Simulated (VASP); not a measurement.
# Al2O3 (P-6m2) in VASP: a series of runs, part 2 of 2

VASP 6.6.1. The steps go on from the part before.

## 4. Single point, r2SCAN (strain +0.015 along x and y, +0.015 along z)

POSCAR reads:

```
Al2O3
1.0
    2.9275898225      0.0000000000      0.0000000000
   -1.4637949113      2.5353671582      0.0000000000
    0.0000000000      0.0000000000      9.4768057769
Al O
2 3
Direct
    0.0000000000      0.0000000000      0.1499923300
    0.0000000000      0.0000000000      0.8500076700
    0.3333333333      0.6666666667      0.2223169200
    0.6666666667      0.3333333333      0.0000000000
    0.3333333333      0.6666666667      0.7776830800
```

INCAR.step1 reads:

```
SYSTEM = Al2O3
ALGO = Normal
EDIFF = 1E-4
ENCUT = 520
GGA = PE
ISMEAR = 0
LASPH = .True.
LCHARG = .False.
LREAL = .False.
LWAVE = .True.
NBANDS = 20
NELM = 60
PREC = Accurate
SIGMA = 0.05
```

INCAR.step2 reads:

```
SYSTEM = Al2O3
ALGO = Normal
EDIFF = 1E-7
ENCUT = 520
ISIF = 2
ISMEAR = 0
ISTART = 1
LASPH = .True.
LCHARG = .False.
LMIXTAU = .True.
LREAL = .False.
LWAVE = .False.
METAGGA = R2SCAN
NBANDS = 20
NELM = 60
PREC = Accurate
SIGMA = 0.05
```

KPOINTS reads:

```
k-points
0
Gamma
  12 12 4
  0 0 0
```

The run is started by

```console
$ cat potpaw_PBE.64/Al/POTCAR potpaw_PBE.64/O/POTCAR > POTCAR
$ cp INCAR.step1 INCAR
$ mpirun -np 1 vasp_std > vasp.out
$ cp INCAR.step2 INCAR
$ mpirun -np 1 vasp_std > vasp.out
```

Run time: 7.7 min. Hardware: 1 thread of AMD EPYC 7R13, shared host; peak memory 0.2 GiB.

It converged, with:

- Free energy: -46.6475 eV
- Pressure: -10.4 GPa
- Largest force: 0.929 eV/Å
- Band gap on the k mesh: 5.20 eV (least direct gap 5.40 eV)

Forces on the atoms (eV/Å):
```
Al   0.000  0.000  0.288
Al   0.000  0.000 -0.288
O    0.000  0.000 -0.929
O    0.000  0.000  0.000
O    0.000  0.000  0.929
```

Stress tensor (GPa, compression positive):
```
-11.92   0.00   0.00
  0.00 -11.92   0.00
  0.00   0.00  -7.23
```

Levels at points of the mesh, in eV from the valence-band top:
```
           k point  band 10  band 11  band 12  band 13  band 14  band 15
(0.00, 0.00, 0.00)    -0.52    -0.52    -0.20     5.20     8.07     8.27
(0.50, 0.00, 0.00)    -0.98    -0.78    -0.56     8.36     9.45     9.72
(0.00, 0.00, 0.50)    -0.52    -0.52    -0.24     5.30     7.59     8.55
(0.50, 0.00, 0.50)    -0.98    -0.79    -0.55     8.37     9.41     9.77
```

Caveat: the cell differs from its parent crystal (strain +0.015 along x and y, +0.015 along z); the cell stands under tension; the PAW data sets were made with another functional, which shifts forces and pressure a little.

## 5. Single point, r2SCAN (strain +0.015 along x and y, +0.030 along z)

Changes to POSCAR since step 4:

```diff
@@ -4,3 +4,3 @@
    -1.4637949113      2.5353671582      0.0000000000
-    0.0000000000      0.0000000000      9.4768057769
+    0.0000000000      0.0000000000      9.6168570938
 Al O
```

INCAR.step1 reads:

```
SYSTEM = Al2O3
PREC = Accurate
ENCUT = 520
ISMEAR = 0
SIGMA = 0.05
LREAL = .FALSE.
LASPH = .TRUE.
NELM = 100
NBANDS = 20
GGA = PE
ALGO = Normal
EDIFF = 1E-4
LWAVE = .TRUE.
LCHARG = .FALSE.
```

INCAR.step2 reads:

```
SYSTEM = Al2O3
PREC = Accurate
ENCUT = 520
EDIFF = 1E-7
ISMEAR = 0
SIGMA = 0.05
LREAL = .FALSE.
LASPH = .TRUE.
NELM = 100
ALGO = Normal
ISIF = 2
LWAVE = .FALSE.
LCHARG = .FALSE.
METAGGA = R2SCAN
LMIXTAU = .TRUE.
NBANDS = 20
ISTART = 1
```

KPOINTS reads:

```
regular mesh
0
G
  12 12 4
  0 0 0
```

The run is started by

```console
$ cat potpaw_PBE.64/Al/POTCAR potpaw_PBE.64/O/POTCAR > POTCAR
$ cp INCAR.step1 INCAR
$ mpirun -np 1 vasp_std > vasp.out
$ cp INCAR.step2 INCAR
$ mpirun -np 1 vasp_std > vasp.out
```

It took 6.8 min on 1 thread of AMD EPYC 7R13, shared host; peak memory 0.21 GiB.

Results (log left out):

| Quantity | Value |
| --- | --- |
| Free energy | -46.5927 eV |
| Pressure | -11.4 GPa |
| Largest force | 1.121 eV/Å |
| Band gap on the k mesh | 5.20 eV (least direct gap 5.40 eV) |

Forces in eV/Å, atoms in the order of the input:
```
Al   0.000  0.000  0.152
Al   0.000  0.000 -0.152
O    0.000  0.000 -1.121
O    0.000  0.000  0.000
O    0.000  0.000  1.121
```

Stress tensor (GPa, compression positive):
```
-12.09   0.00   0.00
  0.00 -12.09   0.00
  0.00   0.00  -9.97
```

Levels at points of the mesh, in eV from the valence-band top:
```csv
k point,band 8,band 9,band 10,band 11,band 12,band 13,band 14,band 15,band 16,band 17
"(0.00, 0.00, 0.00)",-1.22,-1.22,-0.39,-0.39,-0.20,5.20,8.14,8.20,9.87,13.45
"(0.50, 0.00, 0.00)",-2.12,-1.92,-0.88,-0.77,-0.56,8.42,9.31,9.67,11.58,12.84
"(0.00, 0.00, 0.50)",-1.22,-1.22,-0.39,-0.39,-0.23,5.30,7.59,8.59,10.06,13.40
"(0.50, 0.00, 0.50)",-2.13,-1.92,-0.88,-0.78,-0.55,8.43,9.27,9.71,11.39,13.21
```

Caveat: the cell differs from its parent crystal (strain +0.015 along x and y, +0.030 along z); the cell stands under tension; the PAW data sets were made with another functional, which shifts forces and pressure a little.

## 6. Single point, r2SCAN (strain +0.030 along x and y, +0.030 along z)

Changes to POSCAR since step 5:

```diff
@@ -2,4 +2,4 @@
 1.0
-    2.9275898225      0.0000000000      0.0000000000
-   -1.4637949113      2.5353671582      0.0000000000
+    2.9708546968      0.0000000000      0.0000000000
+   -1.4854273484      2.5728356383      0.0000000000
     0.0000000000      0.0000000000      9.6168570938
```

INCAR.step1 reads:

```
  ALGO = Normal
  EDIFF = 1E-4
  ENCUT = 520
  GGA = PE
  ISMEAR = 0
  LASPH = T
  LCHARG = F
  LREAL = F
  LWAVE = T
  NBANDS = 20
  NELM = 60
  PREC = Accurate
  SIGMA = 0.05
```

INCAR.step2 reads:

```
  ALGO = Normal
  EDIFF = 1E-6
  ENCUT = 520
  ISIF = 2
  ISMEAR = 0
  ISTART = 1
  LASPH = T
  LCHARG = T
  LELF = T
  LMIXTAU = T
  LREAL = F
  LVHAR = T
  LWAVE = F
  METAGGA = R2SCAN
  NBANDS = 20
  NELM = 60
  PREC = Accurate
  SIGMA = 0.05
```

KPOINTS reads:

```
k-points
0
Gamma
  12 12 4
```

Potentials or basis: VASP PAW PBE potentials, release 64 (Al, O).

The run is started by

```console
$ cat potpaw_PBE.64/Al/POTCAR potpaw_PBE.64/O/POTCAR > POTCAR
$ cp INCAR.step1 INCAR
$ mpirun -np 1 vasp_std > vasp.out
$ cp INCAR.step2 INCAR
$ mpirun -np 1 vasp_std > vasp.out
```

Run time: 6 min. Hardware: 1 thread of AMD EPYC 7R13, shared host; peak memory 0.21 GiB.

The run converged. Its results:

```
Free energy            : -46.3985 eV
Pressure               : -15.0 GPa
Largest force          : 1.352 eV/Å
Band gap on the k mesh : 4.81 eV (least direct gap 4.99 eV)
```

Forces in eV/Å, atoms in the order of the input:
```
Al   0.000  0.000  0.406
Al   0.000  0.000 -0.406
O    0.000  0.000 -1.352
O    0.000  0.000  0.000
O    0.000  0.000  1.352
```

Stress tensor (GPa, compression positive):
```
-17.34   0.00   0.00
  0.00 -17.34   0.00
  0.00   0.00 -10.24
```

Levels at points of the mesh, in eV from the valence-band top:
| k point | band 9 | band 10 | band 11 | band 12 | band 13 | band 14 | band 15 | band 16 |
| --- | --- | --- | --- | --- | --- | --- | --- | --- |
| (0.00, 0.00, 0.00) | -1.26 | -0.48 | -0.48 | -0.18 | 4.81 | 7.79 | 7.84 | 9.68 |
| (0.50, 0.00, 0.00) | -1.93 | -0.92 | -0.75 | -0.55 | 8.04 | 9.00 | 9.41 | 11.38 |
| (0.00, 0.00, 0.50) | -1.26 | -0.48 | -0.48 | -0.21 | 4.90 | 7.28 | 8.22 | 9.83 |
| (0.50, 0.00, 0.50) | -1.93 | -0.92 | -0.75 | -0.54 | 8.05 | 8.97 | 9.46 | 11.19 |

Caveat: the cell differs from its parent crystal (strain +0.030 along x and y, +0.030 along z); the stress differs along the axes, from -17 to -10 GPa; the PAW data sets were made with another functional, which shifts forces and pressure a little. A k mesh can miss the band edges.

## 7. Summary

| cell | gap on the mesh (eV) | pressure (GPa) | largest force (eV/Å) |
| --- | --- | --- | --- |
| a = 2.841, b = 2.841, c = 9.617 Å, angles 90.0, 90.0, 120.0°, 5 atoms | 6.02 | -2.3 | 0.53 |
| a = 2.884, b = 2.884, c = 9.617 Å, angles 90.0, 90.0, 120.0°, 5 atoms | 5.61 | -7.2 | 0.85 |
| a = 2.928, b = 2.928, c = 9.477 Å, angles 90.0, 90.0, 120.0°, 5 atoms | 5.20 | -10.4 | 0.93 |
| a = 2.928, b = 2.928, c = 9.617 Å, angles 90.0, 90.0, 120.0°, 5 atoms | 5.20 | -11.4 | 1.12 |
| a = 2.971, b = 2.971, c = 9.617 Å, angles 90.0, 90.0, 120.0°, 5 atoms | 4.81 | -15.0 | 1.35 |

Alike in all rows: task single point; level r2SCAN; potentials or basis VASP PAW PBE potentials, release 64 (Al, O); no spin polarisation; k mesh 12 × 12 × 4; cutoff (eV) 520; smearing gaussian 0.05 eV.

Caveats: the PAW data sets were made with another functional, which shifts forces and pressure a little; the cell stands under tension (at least some runs); the stress differs along the axes, from -9 to 1 GPa (at least some runs); the stress differs along the axes, from -17 to -10 GPa (at least some runs).

Total energies depend on the potentials used, so only differences within one code and one set of settings carry meaning.
